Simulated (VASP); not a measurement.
# Y2Si3O (P6/mmm) in VASP: a series of runs

Runs on Y2Si3O. Level: PBE. Tasks: single point.

Program: VASP 6.6.1. These are calculated values, not measurements. Logs are shortened: lines on timing, memory, paths and dates and some standing lists are left out, and cuts for length are marked.

## Step 1: The cell of the first run

It takes space group P6/mmm (No. 191, hexagonal). The conventional cell has a = 4.985 Å, b = 4.985 Å, c = 5.256 Å, α = 90.00°, β = 90.00°, γ = 120.00°. Y (site symmetry -6m2) has 3 Y at 2.88 Å and 3 O at 2.88 Å and 6 Si at 3.00 Å within 3.8 Å. Si (site symmetry mmm) has 4 Si at 2.49 Å and 4 Y at 3.00 Å within 3.3 Å. O (site symmetry 6/mmm) has 6 Y at 2.88 Å and 12 Si at 3.62 Å within 3.8 Å.

## Step 2: Single point, PBE

INCAR

```
SYSTEM = Y2Si3O
  PREC = Accurate
  ENCUT = 520
  EDIFF = 1E-7
  ISMEAR = 0
  SIGMA = 0.1
  LREAL = .False.
  LASPH = .True.
  NELM = 60
  ALGO = Normal
  ISIF = 2
  LWAVE = .False.
  LCHARG = .False.
  GGA = PE
  NBANDS = 29
```

KPOINTS

```
regular mesh
0
Gamma
  6 6 4
  0 0 0
```

POSCAR

```
Y2Si3O
1.0
    4.9847627226      0.0000000000      0.0000000000
   -2.4923813613      4.3169311496      0.0000000000
    0.0000000000      0.0000000000      5.2555516410
Y Si O
2 3 1
Direct
    0.3333333333      0.6666666667      0.0000000000
    0.6666666667      0.3333333333      0.0000000000
    0.5000000000      0.0000000000      0.5000000000
    0.0000000000      0.5000000000      0.5000000000
    0.5000000000      0.5000000000      0.5000000000
    0.0000000000      0.0000000000      0.0000000000
```

Potentials or basis: VASP PAW PBE potentials, release 64 (Y_sv, Si, O).

The run is started by

```
cat potpaw_PBE.64/Y_sv/POTCAR potpaw_PBE.64/Si/POTCAR potpaw_PBE.64/O/POTCAR > POTCAR
mpirun -np 1 vasp_std > vasp.out
```

OUTCAR:

```text
SYSTEM = Y2Si3O
   PREC = Accurate
   ENCUT = 520
   EDIFF = 1E-7
   ISMEAR = 0
   LREAL = .False.
   LASPH = .True.
   NELM = 60
   ISIF = 2
   GGA = PE

 ion  position               nearest neighbor table
   1  0.333  0.667  0.000-   2 2.88   6 2.88   2 2.88   6 2.88   6 2.88   2 2.88   3 3.00   3 3.00
                             4 3.00   4 3.00   5 3.00   5 3.00
   2  0.667  0.333  0.000-   1 2.88   6 2.88   1 2.88   6 2.88   6 2.88   1 2.88   3 3.00   3 3.00
                             4 3.00   4 3.00   5 3.00   5 3.00
   3  0.500  0.000  0.500-   4 2.49   5 2.49   5 2.49   4 2.49   1 3.00   2 3.00   1 3.00   2 3.00

   4  0.000  0.500  0.500-   3 2.49   3 2.49   5 2.49   5 2.49   1 3.00   2 3.00   1 3.00   2 3.00

   5  0.500  0.500  0.500-   3 2.49   3 2.49   4 2.49   4 2.49   1 3.00   2 3.00   1 3.00   2 3.00

   6  0.000  0.000  0.000-   1 2.88   2 2.88   1 2.88   2 2.88   2 2.88   1 2.88

  LATTYP: Found a hexagonal cell.
 ALAT       =     4.9847627226
 C/A-ratio  =     1.0543233316

  Lattice vectors:

 A1 = (   4.9847627226,   0.0000000000,   0.0000000000)
 A2 = (  -2.4923813613,   4.3169311496,   0.0000000000)
 A3 = (   0.0000000000,   0.0000000000,   5.2555516410)

Analysis of symmetry for initial positions (statically):
=====================================================================
 Subroutine PRICEL returns:
 Original cell was already a primitive cell.

 Routine SETGRP: Setting up the symmetry group for a
 hexagonal supercell.

 Subroutine GETGRP returns: Found 24 space group operations
 (whereof 24 operations were pure point group operations)
 out of a pool of 24 trial point group operations.

The static configuration has the point symmetry D_6h.

Analysis of symmetry for dynamics (positions and initial velocities):
=====================================================================
 Subroutine PRICEL returns:
 Original cell was already a primitive cell.

 Routine SETGRP: Setting up the symmetry group for a
 hexagonal supercell.

 Subroutine GETGRP returns: Found 24 space group operations
 (whereof 24 operations were pure point group operations)
 out of a pool of 24 trial point group operations.

The dynamic configuration has the point symmetry D_6h.

 Subroutine INISYM returns: Found 24 space group operations
 (whereof 24 operations are pure point group operations),
 and found     1 'primitive' translations

----------------------------------------------------------------------------------------

                                     Primitive cell

  volume of cell :     113.0936

  direct lattice vectors                    reciprocal lattice vectors
     4.984762723  0.000000000  0.000000000     0.200611354  0.115823019  0.000000000
    -2.492381361  4.316931150  0.000000000     0.000000000  0.231646039  0.000000000
     0.000000000  0.000000000  5.255551641     0.000000000  0.000000000  0.190274983

  length of vectors
     4.984762723  4.984762723  5.255551641     0.231646039  0.231646039  0.190274983

  position of ions in fractional coordinates (direct lattice)
     0.333333333  0.666666667  0.000000000
     0.666666667  0.333333333  0.000000000
     0.500000000  0.000000000  0.500000000
     1.000000000  0.500000000  0.500000000
     0.500000000  0.500000000  0.500000000
     0.000000000  0.000000000  0.000000000

  ion indices of the primitive-cell ions
   primitive index   ion index
                 1           1
                 2           2
                 3           3
                 4           4
                 5           5
                 6           6

----------------------------------------------------------------------------------------

 KPOINTS: regular mesh

Automatic generation of k-mesh.
 Grid dimensions read from file:
 generate k-points for:    6    6    4

 Generating k-lattice:

  Cartesian coordinates                     Fractional coordinates (reciprocal lattice)
     0.033435226  0.019303837  0.000000000     0.166666667 -0.000000000  0.000000000
     0.000000000  0.038607673  0.000000000     0.000000000  0.166666667  0.000000000
     0.000000000  0.000000000  0.047568746     0.000000000  0.000000000  0.250000000

  Length of vectors
     0.038607673  0.038607673  0.047568746

  Shift w.r.t. Gamma in fractional coordinates (k-lattice)
     0.000000000  0.000000000  0.000000000

 Subroutine IBZKPT returns following result:
 ===========================================

 Found     21 irreducible k-points:

 Following reciprocal coordinates:
            Coordinates               Weight
  0.000000  0.000000  0.000000      1.000000
  0.166667  0.000000  0.000000      6.000000
  0.333333  0.000000  0.000000      6.000000
  0.500000  0.000000  0.000000      3.000000
  0.166667  0.166667  0.000000      6.000000
  0.333333  0.166667  0.000000     12.000000
[... 13 lines left out ...]
  0.333333  0.166667  0.500000     12.000000
  0.333333  0.333333  0.500000      2.000000
   k-points           NKPTS =     21   k-points in BZ     NKDIM =     21   number of bands    NBANDS=     29
   number of dos      NEDOS =    301   number of ions     NIONS =      6
   total plane-waves  NPLWV =  64000
   dimension x,y,z NGX =    40 NGY =   40 NGZ =   40
   dimension x,y,z NGXF=    80 NGYF=   80 NGZF=   80
   ions per type =               2   3   1
   NGX,Y,Z   is equivalent  to a cutoff of  13.34, 13.34, 12.65 a.u.
   NGXF,Y,Z  is equivalent  to a cutoff of  26.68, 26.68, 25.31 a.u.
 SYSTEM =  Y2Si3O
   PREC   = accura    normal or accurate (medium, high low for compatibility)
   ISTART =      0    job   : 0-new  1-cont  2-samecut
   ICHARG =      2    charge: 1-file 2-atom 10-const
   ISPIN  =      1    spin polarized calculation?
   LNONCOLLINEAR =      F non collinear calculations
   LSORBIT =      F    spin-orbit coupling
   LASPH  =      T    aspherical Exc in radial PAW
   ENCUT  =  520.0 eV  38.22 Ry    6.18 a.u.   9.27  9.27  9.77*2*pi/ulx,y,z
   NELM   =     60;   NELMIN=  2; NELMDL= -5     # of ELM steps
   EDIFF  = 0.1E-06   stopping-criterion for ELM
   LREAL  =      F    real-space projection
   EDIFFG = 0.1E-05   stopping-criterion for IOM
   NSW    =      0    number of steps for IOM
   IBRION =     -1    ionic relax: 0-MD 1-quasi-New 2-CG
   NFREE  =      0    steps in history (QN), initial steepest desc. (CG)
   ISIF   =      2    stress and relaxation
   ISYM   =      2    0-nonsym 1-usesym 2-fastsym
   POTIM  = 0.5000    time-step for ionic-motion
   TEBEG  =    0.0;   TEEND  =   0.0 temperature during run
   PSTRESS=    0.0 pullay stress
   NELECT =      40.0000    total number of electrons
   NUPDOWN=      -1.0000    fix difference up-down
   EMIN   =  10.00;   EMAX   =-10.00  energy-range for DOS
   EFERMI =   0.00;   METHOD = LEGACY
   ISMEAR =     0;   SIGMA  =   0.10  broadening in eV -4-tet -1-fermi 0-gaus
   EFERMI_NEDOS =   21; number of points for ismear=-14 and -15
   IALGO  =     38    algorithm
   IMIX   =      4    mixing-type and parameters
     AMIX     =   0.40;   BMIX     =  1.00
     AMIX_MAG =   1.60;   BMIX_MAG =  1.00
  volume/ion in A,a.u.               =      18.85       127.20
  Fermi-wavevector in a.u.,A,eV,Ry     =   1.157752  2.187834 18.237107  1.340390
  Thomas-Fermi vector in A             =   2.294360
   LORBIT       =      0    0 simple, 1 ext, 2 COOP (PROOUT), +10 PAW based schemes
   GGA     = PE    functional components
   LHFCALC =     F    Hartree Fock is set to
   AEXX    =    0.0000 exact exchange contribution
   IVDW    =     0    specifies the selected vdW correction
   LEPSILON=     F    determine dielectric tensor
   LRPA    =     F    only Hartree local field effects (RPA)
 non-spin polarized calculation
 Gauss-broadening in eV      SIGMA  =   0.10
  energy-cutoff  :      520.00
  volume of cell :      113.09
 maximum number of plane-waves:      3091
 NGX is ok and might be reduce to    40
   NGX = 19   NGY = 19   NGZ = 19

 number of electron      40.0000004 magnetization

 Free energy of the ion-electron system (eV)
  ---------------------------------------------------
  ext. energy  EPLUGINS =         0.00000000
  ---------------------------------------------------
  free energy    TOTEN  =       -35.34614750 eV

  energy without entropy =      -35.33503990  energy(sigma->0) =      -35.34059370

 E-fermi :   5.0660     XC(G=0): -10.2266

 val. band max:        5.0531097512   @ k =   0.1667   0.1667   0.5000
 cond. band min:       5.0801329570   @ k =   0.3333   0.0000   0.5000
 fundamental gap:      0.0270232058
 Fermi energy:         5.0660458644

 k-point     1 :       0.0000    0.0000    0.0000
  band No.  band energies     occupation
      1     -37.6542      2.00000
      2     -37.2688      2.00000
      3     -18.2541      2.00000
      4     -18.2541      2.00000
      5     -17.5888      2.00000
      6     -17.1752      2.00000
[... 21 lines left out ...]
     28       9.5163      0.00000
     29       9.5334      0.00000

 k-point     2 :       0.1667    0.0000    0.0000
  band No.  band energies     occupation
      1     -37.6322      2.00000
      2     -37.2923      2.00000
      3     -18.2832      2.00000
      4     -18.1992      2.00000
      5     -17.5649      2.00000
      6     -17.2003      2.00000
[... 21 lines left out ...]
     28       9.3595      0.00000
     29       9.5815      0.00000

 k-point     3 :       0.3333    0.0000    0.0000
  band No.  band energies     occupation
      1     -37.5749      2.00000
      2     -37.3525      2.00000
      3     -18.3369      2.00000
      4     -18.0733      2.00000
      5     -17.5031      2.00000
      6     -17.2645      2.00000
[... 542 lines left out ...]
      5     -17.4765      2.00000
      6     -17.3991      2.00000
[... 21 lines left out ...]
     28       9.2373      0.00000
     29       9.4983      0.00000

 k-point    21 :       0.3333    0.3333    0.5000
  band No.  band energies     occupation
      1     -37.4646      2.00000
      2     -37.4646      2.00000
      3     -18.4361      2.00000
      4     -17.6546      2.00000
      5     -17.6546      2.00000
      6     -17.4046      2.00000
[... 21 lines left out ...]
     28       8.7841      0.00000
     29      10.1718      0.00000

------------------------ aborting loop because EDIFF is reached ----------------------------------------

  FORCE on cell =-STRESS in cart. coord.  units (eV):
  Direction    XX          YY          ZZ          XY          YZ          ZX
  --------------------------------------------------------------------------------------
  -------------------------------------------------------------------------------------
  Total        0.0020936      0.0020936     -0.0684633      0.0000000      0.0000000      0.0000000
  in kB        0.0296596      0.0296596     -0.9699074      0.0000000      0.0000000      0.0000000
  external PRESSURE =      -0.3035294 kB  Pullay stress =       0.0000000 kB

 VOLUME and BASIS-vectors are now :
 -----------------------------------------------------------------------------
  energy-cutoff  :      520.00
  volume of cell :      113.09
      direct lattice vectors                 reciprocal lattice vectors
     4.984762723  0.000000000  0.000000000     0.200611354  0.115823019  0.000000000
    -2.492381361  4.316931150  0.000000000     0.000000000  0.231646039  0.000000000
     0.000000000  0.000000000  5.255551641     0.000000000  0.000000000  0.190274983

 POSITION                                       TOTAL-FORCE (eV/Angst)
 -----------------------------------------------------------------------------------
     -0.00000      2.87795      0.00000         0.000000     -0.000000      0.000000
      2.49238      1.43898      0.00000        -0.000000      0.000000     -0.000000
      2.49238      0.00000      2.62778        -0.000000     -0.000000     -0.000000
     -1.24619      2.15847      2.62778        -0.000000     -0.000000     -0.000000
      1.24619      2.15847      2.62778        -0.000000     -0.000000     -0.000000
      0.00000      0.00000      0.00000        -0.000000     -0.000000     -0.000000
 -----------------------------------------------------------------------------------
    total drift:                                0.000000     -0.000000      0.000000

  FREE ENERGIE OF THE ION-ELECTRON SYSTEM (eV)
  ---------------------------------------------------
  free  energy   TOTEN  =       -35.3461474957 eV

  energy  without entropy=      -35.3350398968  energy(sigma->0) =      -35.34059370
```

It took 2 min on 1 thread of Intel Xeon Platinum 8259CL at 2.50GHz (Skylake/Cascade Lake), shared host; peak memory 0.27 GiB.

What came out:

```yaml
Free_energy: -35.3461 eV
Pressure: 0.0 GPa
Band_gap_on_the_k_mesh: zero (band 20 reaches 5.64 eV, above the bottom of band 21 at 4.48 eV)
```

Stress tensor (GPa, compression positive):
```
 0.00  0.00  0.00
 0.00  0.00  0.00
 0.00  0.00 -0.10
```

Levels at points of the mesh, in eV from the Fermi level:
```csv
k point,band 16,band 17,band 18,band 19,band 20,band 21,band 22,band 23,band 24,band 25
"(0.00, 0.00, 0.00)",-3.09,-1.29,-1.29,-1.17,-1.17,-0.56,-0.04,2.47,2.47,2.78
"(0.50, 0.00, 0.00)",-2.55,-2.01,-1.62,-0.42,-0.09,1.01,1.52,1.76,2.76,3.47
"(0.00, 0.00, 0.50)",-2.91,-2.10,-2.10,-1.40,0.57,0.80,0.80,1.17,2.97,2.97
"(0.50, 0.00, 0.50)",-2.17,-2.05,-0.80,0.23,0.37,0.83,1.37,1.65,1.85,2.30
```

## Step 3: Single point, PBE, collinear spin, ferromagnetic start

This run uses another cell than the first one, of 15.43 Å³/atom, 0.819 times its volume.

INCAR

```
ALGO = Normal
EDIFF = 1E-6
ENCUT = 520
GGA = PE
ISIF = 2
ISMEAR = 0
ISPIN = 2
LASPH = T
LCHARG = F
LMAXMIX = 4
LORBIT = 11
LREAL = F
LWAVE = F
MAGMOM = 0 0 0 0 0 1
NBANDS = 33
NELM = 150
PREC = Accurate
SIGMA = 0.1
```

KPOINTS

```
k-points
0
Gamma
  3 3 6
```

POSCAR

```
Y2Si3O
1.0
    5.8508520700      0.0000000000      0.0000000000
   -2.9254260300      5.0669865200      0.0000000000
    0.0000000000      0.0000000000      3.1224095400
Y Si O
2 3 1
Direct
    0.3333333300      0.6666666700      0.0000000000
    0.6666666700      0.3333333300      0.0000000000
    0.5000000000      0.0000000000      0.5000000000
    0.0000000000      0.5000000000      0.5000000000
    0.5000000000      0.5000000000      0.5000000000
    0.0000000000      0.0000000000      0.0000000000
```

Potentials or basis: VASP PAW PBE potentials, release 64 (Y_sv, Si, O).

The run is started by

```
cat potpaw_PBE.64/Y_sv/POTCAR potpaw_PBE.64/Si/POTCAR potpaw_PBE.64/O/POTCAR > POTCAR
mpirun -np 1 vasp_std > vasp.out
```

Wall time 2.6 min (1 thread of Intel Xeon Platinum 8259CL at 2.50GHz (Skylake/Cascade Lake), shared host); peak memory 0.29 GiB.

It converged, with:

| Item | Value |
| --- | --- |
| Free energy | -19.4546 eV |
| Pressure | 72.3 GPa |
| Net moment | -0.56 μB per cell |
| Site moments | Y +0.02; Si +0.01; O -0.54 μB |
| Valence electrons inside the program's atomic spheres | Y 12.12; Si 1.85; O 4.68 |

Stress tensor (GPa, compression positive):
```
 54.78   0.00   0.00
  0.00  54.78   0.00
  0.00   0.00 107.35
```

Levels at points of the mesh, in eV from the Fermi level:
Spin up:
```
           k point  band 17  band 18  band 19  band 20  band 21  band 22  band 23  band 24
(0.00, 0.00, 0.00)     0.32     0.32     0.61     0.61     0.69     2.44     2.44     3.64
(0.00, 0.00, 0.50)    -1.26    -0.78    -0.78    -0.55     1.18     3.00     3.00     3.18
```
Spin down:
```tsv
k point	band 16	band 17	band 18	band 19	band 20	band 21	band 22	band 23	band 24	band 25
(0.00, 0.00, 0.00)	-1.59	-1.12	0.16	0.16	0.35	0.35	2.45	2.45	3.65	3.65
(0.00, 0.00, 0.50)	-2.02	-1.72	-1.72	-0.76	-0.76	1.18	2.88	2.88	3.21	3.21
```

Caveat: the k points lie up to 0.41 Å⁻¹ apart.
